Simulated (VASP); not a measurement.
The system is SiO2.

```
Si O
1.0
     4.98200    0.00000    0.00000
     0.00000    4.98200    0.00000
     0.00000    0.00000    6.96300
Si O
4 8
Direct
  0.79897 0.20103 0.75000
  0.70103 0.70103 0.50000
  0.20103 0.79897 0.25000
  0.29897 0.29897 0.00000
  0.10347 0.23989 0.82187
  0.26011 0.60347 0.07187
  0.89653 0.76011 0.32187
  0.73989 0.39653 0.57187
  0.60347 0.26011 0.92813
  0.76011 0.89653 0.67813
  0.39653 0.73989 0.42813
  0.23989 0.10347 0.17813
```

* Program: VASP 6.6.1
* Task: relaxation of cell and atoms
* Functional: BLYP
* Dispersion: D4
* Potentials or basis: VASP PAW PBE potentials, release 64 (Si, O)
* Cutoff: 600 eV
* k mesh: 6 × 6 × 4
* Occupations: fermi-dirac, width 0.05 eV
* Spin: no spin polarisation

At the start: pressure 5.3 GPa; volume 14.40 Å³/atom.

Question: How do energy, volume and symmetry change on relaxing?

Answer: Over 60 steps the energy falls by 18.1 meV/atom and the volume is 13.07 Å³/atom (-9.2 %); space group P4_12_12 (No. 92, to 0.1 Å) before and after.

Step by step:
```csv
step,energy change (eV),largest force (eV/Å),pressure (GPa),volume (Å³)
1,0.0000,0.4505,5.30,172.82
3,-0.1038,0.2078,0.07,178.15
5,-0.0942,0.4973,-0.63,178.85
7,-0.1101,0.0880,-0.16,178.20
9,-0.1151,0.0789,-0.30,177.75
11,-0.1252,0.1219,0.25,175.54
13,-0.1358,0.3348,2.98,165.79
15,-0.1386,0.2877,2.36,167.81
17,-0.1430,0.2818,2.34,167.19
19,-0.1595,0.2574,2.27,164.74
21,-0.1913,0.1628,1.59,155.14
23,-0.2025,0.0843,0.06,157.41
25,-0.2049,0.0747,-0.31,158.14
27,-0.2056,0.2717,-0.43,159.07
29,-0.2086,0.1529,-0.32,158.71
31,-0.2126,0.0703,0.28,159.24
33,-0.2134,0.0381,0.05,159.18
35,-0.2137,0.0485,-0.60,159.78
37,-0.2144,0.0256,-0.27,159.48
39,-0.2145,0.0901,0.12,159.15
41,-0.2153,0.0246,0.03,159.22
43,-0.2154,0.0291,0.02,159.20
45,-0.2157,0.0121,-0.21,159.21
47,-0.2158,0.0178,-0.05,159.07
49,-0.2160,0.0269,0.05,158.84
51,-0.2162,0.0467,0.08,158.53
53,-0.2167,0.0261,-0.02,158.23
55,-0.2170,0.0329,-0.18,157.73
57,-0.2171,0.0180,-0.09,157.01
59,-0.2172,0.0145,0.01,156.88
60,-0.2172,0.0086,0.02,156.86
```

Final structure:
```xyz
12
Lattice="4.8603 0.0000 0.0000 0.0000 4.8603 0.0000 0.0000 0.0000 6.6400" Properties=species:S:1:pos:R:3 pbc="T T T"
Si    3.9887    0.8716    4.9800
Si    3.3017    3.3017    3.3200
Si    0.8716    3.9887    1.6600
Si    1.5586    1.5586    6.6400
O     0.6979    1.1207    5.3256
O     1.3095    3.1281    0.3455
O     4.1624    3.7396    2.0055
O     3.5508    1.7322    3.6655
O     3.1281    1.3095    6.2945
O     3.7396    4.1624    4.6345
O     1.7322    3.5508    2.9745
O     1.1207    0.6979    1.3145
```

Caveat: the PAW data sets were made with another functional, which shifts forces and pressure a little.
